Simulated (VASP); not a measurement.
# TiAl3 (I4/mmm) in VASP: notebook

The runs below take TiAl3 through single point, with PBEsol.

Everything below comes from runs of VASP 6.6.1. Logs are shortened: lines on timing, memory, paths and dates and some standing lists are left out, and cuts for length are marked.

### Step 1. The cell of the first run

Symmetry: I4/mmm, No. 139, tetragonal system. Conventional cell: a = 3.816 Å, b = 3.816 Å, c = 8.554 Å, α = 90.00°, β = 90.00°, γ = 90.00°. Within 3.6 Å of Ti (site symmetry 4/mmm) lie 12 Al at 2.70 to 2.87 Å. Al (site symmetry 4/mmm) has 4 Ti at 2.70 Å and 8 Al at 2.87 Å within 3.6 Å. Within 3.6 Å of Al (site symmetry -4m2) lie 8 Al at 2.70 to 2.87 Å and 4 Ti at 2.87 Å.

### Step 2. Single point, PBEsol

The input, INCAR:

```
PREC = Accurate
ENCUT = 520
EDIFF = 1E-6
ISMEAR = 0
SIGMA = 0.15
LREAL = Auto
LASPH = True
NELM = 60
ALGO = Fast
ISIF = 2
LWAVE = False
LCHARG = False
GGA = PS
NBANDS = 56
```

The input, KPOINTS:

```
regular mesh
0
Gamma
  12 12 3
```

The input, POSCAR:

```
TiAl3
1.0
   -3.8155481469      0.0000000000      0.0000000000
    0.0000000000     -3.8155481469      0.0000000000
    0.0000000000      0.0000000000     17.1079872322
Ti Al
4 12
Direct
    1.0000000000      0.0000000000      0.0000000000
    0.5000000000      0.5000000000      0.7500000000
    0.0000000000      0.0000000000      0.5000000000
    0.5000000000      0.5000000000      0.2500000000
    0.0000000000      0.0000000000      0.2500000000
    0.5000000000      0.5000000000      0.0000000000
    0.0000000000      0.0000000000      0.7500000000
    0.5000000000      0.5000000000      0.5000000000
    0.5000000000      0.0000000000      0.3750000000
    0.0000000000      0.5000000000      0.1250000000
    0.5000000000      0.0000000000      0.8750000000
    0.0000000000      0.5000000000      0.6250000000
    0.0000000000      0.5000000000      0.3750000000
    0.5000000000      0.0000000000      0.1250000000
    0.0000000000      0.5000000000      0.8750000000
    0.5000000000      0.0000000000      0.6250000000
```

Potentials or basis: VASP PAW PBE potentials, release 64 (Ti_sv, Al).

Run with:

```
$ cat potpaw_PBE.64/Ti_sv/POTCAR potpaw_PBE.64/Al/POTCAR > POTCAR
$ mpirun -np 1 vasp_std > vasp.out
```

OUTCAR:

```text
PREC = Accurate
   ENCUT = 520
   EDIFF = 1E-6
   ISMEAR = 0
   LREAL = Auto
   LASPH = True
   NELM = 60
   ISIF = 2
   GGA = PS

 ion  position               nearest neighbor table
   1  0.000  0.000  0.000-   6 2.70   6 2.70   6 2.70   6 2.70  15 2.87  10 2.87  10 2.87  15 2.87
                            11 2.87  11 2.87  14 2.87  14 2.87
   2  0.500  0.500  0.750-   7 2.70   7 2.70   7 2.70   7 2.70  16 2.87  11 2.87  11 2.87  16 2.87
                            12 2.87  12 2.87  15 2.87  15 2.87
   3  0.000  0.000  0.500-   8 2.70   8 2.70   8 2.70   8 2.70  16 2.87   9 2.87  12 2.87  13 2.87
                            12 2.87   9 2.87  16 2.87  13 2.87
   4  0.500  0.500  0.250-   5 2.70   5 2.70   5 2.70   5 2.70  14 2.87   9 2.87   9 2.87  14 2.87
                            10 2.87  10 2.87  13 2.87  13 2.87
   5  0.000  0.000  0.250-   4 2.70   4 2.70   4 2.70   4 2.70  14 2.87   9 2.87  10 2.87  13 2.87
                            10 2.87   9 2.87  14 2.87  13 2.87
   6  0.500  0.500  0.000-   1 2.70   1 2.70   1 2.70   1 2.70  15 2.87  10 2.87  11 2.87  14 2.87
                            11 2.87  10 2.87  15 2.87  14 2.87
   7  0.000  0.000  0.750-   2 2.70   2 2.70   2 2.70   2 2.70  16 2.87  11 2.87  12 2.87  15 2.87
                            12 2.87  11 2.87  16 2.87  15 2.87
   8  0.500  0.500  0.500-   3 2.70   3 2.70   3 2.70   3 2.70  16 2.87   9 2.87   9 2.87  16 2.87
                            12 2.87  12 2.87  13 2.87  13 2.87
   9  0.500  0.000  0.375-  13 2.70  13 2.70  13 2.70  13 2.70   3 2.87   4 2.87   8 2.87   4 2.87
                             3 2.87   5 2.87   5 2.87   8 2.87
  10  0.000  0.500  0.125-  14 2.70  14 2.70  14 2.70  14 2.70   1 2.87   1 2.87   5 2.87   4 2.87
                             4 2.87   6 2.87   5 2.87   6 2.87
  11  0.500  0.000  0.875-  15 2.70  15 2.70  15 2.70  15 2.70   1 2.87   2 2.87   6 2.87   2 2.87
                             1 2.87   7 2.87   6 2.87   7 2.87
  12  0.000  0.500  0.625-  16 2.70  16 2.70  16 2.70  16 2.70   2 2.87   3 2.87   7 2.87   3 2.87
                             2 2.87   8 2.87   7 2.87   8 2.87
  13  0.000  0.500  0.375-   9 2.70   9 2.70   9 2.70   9 2.70   3 2.87   3 2.87   5 2.87   4 2.87
                             4 2.87   8 2.87   5 2.87   8 2.87
  14  0.500  0.000  0.125-  10 2.70  10 2.70  10 2.70  10 2.70   1 2.87   4 2.87   6 2.87   4 2.87
                             1 2.87   5 2.87   5 2.87   6 2.87
  15  0.000  0.500  0.875-  11 2.70  11 2.70  11 2.70  11 2.70   1 2.87   1 2.87   7 2.87   2 2.87
                             2 2.87   6 2.87   6 2.87   7 2.87
  16  0.500  0.000  0.625-  12 2.70  12 2.70  12 2.70  12 2.70   2 2.87   2 2.87   8 2.87   3 2.87
                             3 2.87   7 2.87   7 2.87   8 2.87

  LATTYP: Found a simple tetragonal cell.
 ALAT       =     3.8155481469
 C/A-ratio  =     4.4837560879

  Lattice vectors:

 A1 = (  -3.8155481469,   0.0000000000,   0.0000000000)
 A2 = (   0.0000000000,  -3.8155481469,   0.0000000000)
 A3 = (   0.0000000000,   0.0000000000,  17.1079872322)

Analysis of symmetry for initial positions (statically):
=====================================================================
 Subroutine PRICEL returns following result:

  LATTYP: Found a body centered tetragonal cell.
 ALAT       =     3.8155481469
 C/A-ratio  =     2.2418780439

  Lattice vectors:

 A1 = (  -1.9077740734,   1.9077740734,  -4.2769968080)
 A2 = (   1.9077740734,  -1.9077740734,  -4.2769968080)
 A3 = (  -1.9077740734,  -1.9077740734,   4.2769968080)

   4 primitive cells build up your supercell.

 Routine SETGRP: Setting up the symmetry group for a
 simple tetragonal supercell.

 Subroutine GETGRP returns: Found 16 space group operations
 (whereof 16 operations were pure point group operations)
 out of a pool of 16 trial point group operations.

The static configuration has the point symmetry D_4h.

Analysis of symmetry for dynamics (positions and initial velocities):
=====================================================================
 Subroutine PRICEL returns following result:

  LATTYP: Found a body centered tetragonal cell.
 ALAT       =     3.8155481469
 C/A-ratio  =     2.2418780439

  Lattice vectors:

 A1 = (  -1.9077740734,   1.9077740734,  -4.2769968080)
 A2 = (   1.9077740734,  -1.9077740734,  -4.2769968080)
 A3 = (  -1.9077740734,  -1.9077740734,   4.2769968080)

   4 primitive cells build up your supercell.

 Routine SETGRP: Setting up the symmetry group for a
 simple tetragonal supercell.

 Subroutine GETGRP returns: Found 16 space group operations
 (whereof 16 operations were pure point group operations)
 out of a pool of 16 trial point group operations.

[... 44 lines left out ...]
    -0.021840462  0.000000000  0.000000000     0.083333333  0.000000000  0.000000000
     0.000000000 -0.021840462  0.000000000     0.000000000  0.083333333  0.000000000
     0.000000000  0.000000000  0.019484077     0.000000000  0.000000000  0.333333333

  Length of vectors
     0.021840462  0.021840462  0.019484077

  Shift w.r.t. Gamma in fractional coordinates (k-lattice)
     0.000000000  0.000000000  0.000000000

 Subroutine IBZKPT returns following result:
 ===========================================

 Found     56 irreducible k-points:

 Following reciprocal coordinates:
            Coordinates               Weight
  0.000000  0.000000  0.000000      1.000000
  0.083333  0.000000  0.000000      4.000000
  0.166667  0.000000  0.000000      4.000000
  0.250000  0.000000  0.000000      4.000000
  0.333333  0.000000  0.000000      4.000000
  0.416667  0.000000  0.000000      4.000000
[... 16 lines left out ...]
  0.333333  0.333333  0.000000      4.000000
  0.416667  0.333333  0.000000      8.000000
 [... further k-points ...]
   k-points           NKPTS =     56   k-points in BZ     NKDIM =     56   number of bands    NBANDS=     56
   number of dos      NEDOS =    301   number of ions     NIONS =     16
   total plane-waves  NPLWV = 100352
   dimension x,y,z NGX =    28 NGY =   28 NGZ =  128
   dimension x,y,z NGXF=    56 NGYF=   56 NGZF=  256
   ions per type =               4  12
   NGX,Y,Z   is equivalent  to a cutoff of  12.20, 12.20, 12.44 a.u.
   NGXF,Y,Z  is equivalent  to a cutoff of  24.40, 24.40, 24.88 a.u.
 SYSTEM =  unknown system
   PREC   = accura    normal or accurate (medium, high low for compatibility)
   ISTART =      0    job   : 0-new  1-cont  2-samecut
   ICHARG =      2    charge: 1-file 2-atom 10-const
   ISPIN  =      1    spin polarized calculation?
   LNONCOLLINEAR =      F non collinear calculations
   LSORBIT =      F    spin-orbit coupling
   LASPH  =      T    aspherical Exc in radial PAW
   ENCUT  =  520.0 eV  38.22 Ry    6.18 a.u.   7.09  7.09 31.81*2*pi/ulx,y,z
   NELM   =     60;   NELMIN=  2; NELMDL= -5     # of ELM steps
   EDIFF  = 0.1E-05   stopping-criterion for ELM
   LREAL  =      T    real-space projection
   EDIFFG = 0.1E-04   stopping-criterion for IOM
   NSW    =      0    number of steps for IOM
   IBRION =     -1    ionic relax: 0-MD 1-quasi-New 2-CG
   NFREE  =      0    steps in history (QN), initial steepest desc. (CG)
   ISIF   =      2    stress and relaxation
   ISYM   =      2    0-nonsym 1-usesym 2-fastsym
   POTIM  = 0.5000    time-step for ionic-motion
   TEBEG  =    0.0;   TEEND  =   0.0 temperature during run
   PSTRESS=    0.0 pullay stress
   NELECT =      84.0000    total number of electrons
   NUPDOWN=      -1.0000    fix difference up-down
   EMIN   =  10.00;   EMAX   =-10.00  energy-range for DOS
   EFERMI =   0.00;   METHOD = LEGACY
   ISMEAR =     0;   SIGMA  =   0.15  broadening in eV -4-tet -1-fermi 0-gaus
   EFERMI_NEDOS =   21; number of points for ismear=-14 and -15
   IALGO  =     68    algorithm
   IMIX   =      4    mixing-type and parameters
     AMIX     =   0.40;   BMIX     =  1.00
     AMIX_MAG =   1.60;   BMIX_MAG =  1.00
  volume/ion in A,a.u.               =      15.57       105.05
  Fermi-wavevector in a.u.,A,eV,Ry     =   1.139542  2.153422 17.667926  1.298556
  Thomas-Fermi vector in A             =   2.276245
   LORBIT       =      0    0 simple, 1 ext, 2 COOP (PROOUT), +10 PAW based schemes
   GGA     = PS    functional components
   LHFCALC =     F    Hartree Fock is set to
   AEXX    =    0.0000 exact exchange contribution
   IVDW    =     0    specifies the selected vdW correction
   LEPSILON=     F    determine dielectric tensor
   LRPA    =     F    only Hartree local field effects (RPA)
 non-spin polarized calculation
 RMM-DIIS sequential band-by-band and
 Gauss-broadening in eV      SIGMA  =   0.15
  energy-cutoff  :      520.00
  volume of cell :      249.07
 maximum number of plane-waves:      6732
   NGX = 15   NGY = 15   NGZ = 63

 number of electron      84.0000008 magnetization

 Free energy of the ion-electron system (eV)
  ---------------------------------------------------
  ext. energy  EPLUGINS =         0.00000000
  ---------------------------------------------------
  free energy    TOTEN  =       -88.95270097 eV

  energy without entropy =      -88.87696079  energy(sigma->0) =      -88.91483088

 E-fermi :   8.3324     XC(G=0): -10.8953

 val. band max:        8.3301677682   @ k =   0.2500   0.0000   0.3333
 cond. band min:       8.3447345434   @ k =   0.2500   0.0833   0.0000
 fundamental gap:      0.0145667752
 Fermi energy:         8.3323648373

 k-point     1 :       0.0000    0.0000    0.0000
  band No.  band energies     occupation
      1     -47.8594      2.00000
      2     -47.8593      2.00000
      3     -47.8593      2.00000
      4     -47.8593      2.00000
      5     -24.2811      2.00000
      6     -24.2811      2.00000
[... 1357 lines left out ...]
     53      10.4488      0.00000
     54      10.4867      0.00000

 [... further k-points ...]

 [bands above 54 left out]

------------------------ aborting loop because EDIFF is reached ----------------------------------------

  FORCE on cell =-STRESS in cart. coord.  units (eV):
  Direction    XX          YY          ZZ          XY          YZ          ZX
  --------------------------------------------------------------------------------------
  -------------------------------------------------------------------------------------
  Total        0.4172579      0.4172579      0.0760647      0.0000000      0.0000000     -0.0000000
  in kB        2.6841224      2.6841224      0.4893065      0.0000000      0.0000000     -0.0000000
  external PRESSURE =       1.9525171 kB  Pullay stress =       0.0000000 kB

 VOLUME and BASIS-vectors are now :
 -----------------------------------------------------------------------------
  energy-cutoff  :      520.00
  volume of cell :      249.07
      direct lattice vectors                 reciprocal lattice vectors
    -3.815548147  0.000000000  0.000000000    -0.262085541  0.000000000  0.000000000
     0.000000000 -3.815548147  0.000000000     0.000000000 -0.262085541  0.000000000
     0.000000000  0.000000000 17.107987232     0.000000000  0.000000000  0.058452230

 POSITION                                       TOTAL-FORCE (eV/Angst)
 -----------------------------------------------------------------------------------
      0.00000      0.00000      0.00000        -0.000000     -0.000000     -0.000000
     -1.90777     -1.90777     12.83099        -0.000000     -0.000000     -0.000000
      0.00000      0.00000      8.55399         0.000000     -0.000000      0.000000
     -1.90777     -1.90777      4.27700        -0.000000     -0.000000      0.000000
      0.00000      0.00000      4.27700         0.000000     -0.000000     -0.000000
     -1.90777     -1.90777      0.00000         0.000000     -0.000000      0.000000
[... 8 lines left out ...]
      0.00000     -1.90777     14.96949        -0.000000      0.000000     -0.000000
     -1.90777      0.00000     10.69249        -0.000000     -0.000000     -0.000000
 -----------------------------------------------------------------------------------
    total drift:                               -0.000000     -0.000000      0.000000

  FREE ENERGIE OF THE ION-ELECTRON SYSTEM (eV)
  ---------------------------------------------------
  free  energy   TOTEN  =       -88.9527009725 eV

  energy  without entropy=      -88.8769607933  energy(sigma->0) =      -88.91483088
```

Wall time 37 min (1 thread of Intel Xeon Platinum 8488C (Sapphire Rapids), shared host); peak memory 0.62 GiB.

What came out:

| Property | Result |
| --- | --- |
| Free energy | -88.9527 eV |
| Pressure | 0.2 GPa |
| Band gap on the k mesh | zero (bands 42 and 43 overlap by 1.90 eV) |

Caveat: the PAW data sets were made with another functional, which shifts forces and pressure a little.

[end of part 1 of 2]
